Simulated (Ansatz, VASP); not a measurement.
CaScC6N6 in VASP and in Ansatz

```xyz
14
Lattice="0.0000 5.3960 5.3960 5.3960 0.0000 5.3960 5.3960 5.3960 0.0000" Properties=species:S:1:pos:R:3 pbc="T T T"
Ca    0.0000    0.0000    0.0000
Sc    5.3960    5.3960    5.3960
C     2.1060    5.3960    5.3960
C     5.3960    2.1060    5.3960
C     5.3960    5.3960    2.1060
C     8.6860    5.3960    5.3960
C     5.3960    8.6860    5.3960
C     5.3960    5.3960    8.6860
N     3.2760    5.3960    5.3960
N     5.3960    3.2760    5.3960
N     5.3960    5.3960    3.2760
N     7.5160    5.3960    5.3960
N     5.3960    7.5160    5.3960
N     5.3960    5.3960    7.5160
```

Alike in both runs: task single point; functional PBE; k mesh 4 × 4 × 4; occupations gaussian, width 0.1 eV; collinear spin.

|  | VASP | Ansatz |
| --- | --- | --- |
| version | VASP 6.6.1 | Ansatz 0.2.0 |
| potentials or method | VASP PAW PBE potentials, release 64 (Ca_sv, Sc_sv, C, N), cutoff 520 eV | scalar-relativistic, plane waves, PAW |
| valence electrons in the cell | 75 | 75 |

```tsv
	VASP	Ansatz	Ansatz less VASP
gap on the k mesh at the Fermi level (eV)	none	none	-
pressure (GPa)	12.1	11.5	-0.54
rms of the force components (eV/Å)	1.373	1.521	+0.1481
net moment per atom (μB)	0.07	0.07	0.000
size of the moment on the site where the two differ most (μB)	0.08	0.04	-0.045
```

Site moments also hang on the region over which each program counts them. Atom by atom the forces differ by 0.186 eV/Å (rms over components). A gap of «none» marks a metal or a gap that the smearing closes. Ansatz's warnings: seeded moment not kept.

Noted on VASP's run: the standard files for N, O and F lose accuracy on very short bonds.
